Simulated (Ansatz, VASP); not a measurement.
**BaOs2 in VASP and in Ansatz**

```
CELL_PARAMETERS angstrom
3.62983 0.00000 0.00000
-1.81491 3.14352 0.00000
0.00000 0.00000 5.71260
ATOMIC_POSITIONS crystal
Ba 0.00000 0.00000 0.50000
Os 0.00000 0.00000 0.13843
Os 0.00000 0.00000 0.86157
```

Alike in both runs: task single point; functional PBE; k mesh 6 × 6 × 4; occupations gaussian, width 0.1 eV; no spin polarisation.

|  | VASP | Ansatz |
| --- | --- | --- |
| version | VASP 6.6.1 | Ansatz 0.2.0 |
| potentials or method | VASP PAW PBE potentials, release 64 (Ba_sv, Os_sv_GW), cutoff 500 eV | scalar-relativistic, plane waves, PAW |
| valence electrons in the cell | 42 | 42 |

VASP gave:

```
gap on the k mesh at the Fermi level (eV) : none
rms of the force components (eV/Å)        : 37.531
```

**Question.** Which values does Ansatz return?

**Answer.** gap on the k mesh at the Fermi level (eV): none; rms of the force components (eV/Å): 37.587.

Atom by atom the forces differ by 0.055 eV/Å (rms over components). A gap of «none» marks a metal or a gap that the smearing closes.

Neither program's run includes spin-orbit coupling.
